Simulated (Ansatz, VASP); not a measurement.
Given: the input of a run of Ansatz 0.2.0 on Hf.

File input.yaml:

```yaml
crystal:
  lattice:
    - [0.0, 2.2347024152, 2.2347024152]
    - [2.2347024152, 0.0, 2.2347024152]
    - [2.2347024152, 2.2347024152, 0.0]
  atoms:
    - { symbol: Hf, position: [0.0, 0.0, 0.0] }
kpoints:
  mp_grid: { grid: [10, 10, 10] }
scf:
  occupations: { method: fermi_dirac, width: 0.05 }
hamiltonian:
  xc: lda
  pseudopotentials: { kind: all_electron, lapw: { basis_error: 0.001 } }
output:
  forces: true
  stress: true
  eigenvalues: true
```

Potentials or basis: all-electron LAPW, scalar-relativistic.

Command:

```sh
$ ansatz run input.yaml --threads 1 --pin off --max-ram 3072MiB --backend cpu --events-out ev --progress --plain --runs-dir out
```

**Question.** Set up the same calculation for VASP 6.6.1. Potentials there: VASP PAW LDA potentials, release 64 (Hf_pv).

**Answer.** As run (the cutoff follows the program's own potentials):

Contents of INCAR:

```
PREC     = Accurate       # precision mode
ENCUT    = 520            # plane-wave cutoff, eV
EDIFF    = 1E-6           # SCF threshold, eV
ISMEAR   = -1             # smearing method
SIGMA    = 0.05           # smearing width, eV
LREAL    = F              # projectors in reciprocal space
LASPH    = T              # aspherical terms in the spheres
NELM     = 60             # most SCF steps
ALGO     = Normal         # electronic algorithm
ISIF     = 2              # what is computed and relaxed
LWAVE    = F              # write WAVECAR
LCHARG   = F              # write CHGCAR
NBANDS   = 11             # bands
```

Contents of KPOINTS:

```
regular mesh
0
Gamma
  10 10 10
```

Contents of POSCAR:

```
Hf
1.0
    0.0000000000      2.2347024152      2.2347024152
    2.2347024152      0.0000000000      2.2347024152
    2.2347024152      2.2347024152      0.0000000000
Hf
1
Direct
    0.0000000000      0.0000000000      0.0000000000
```

Potentials or basis: VASP PAW LDA potentials, release 64 (Hf_pv).

Command:

```sh
$ cat potpaw_LDA.64/Hf_pv/POTCAR > POTCAR
$ mpirun -np 1 vasp_std > vasp.out
```

Both were run:

|  | VASP | Ansatz | Ansatz less VASP |
| --- | --- | --- | --- |
| gap on the k mesh at the Fermi level (eV) | none | none | - |
| pressure (GPa) | -7.6 | -7.6 | +0.02 |

LDA's correlation is that of Perdew and Zunger in VASP and of Perdew and Wang (1992) in Ansatz. A gap of «none» marks a metal or a gap that the smearing closes. Ansatz ran all-electron here, and VASP with PAW potentials.

Spin-orbit coupling is off throughout.
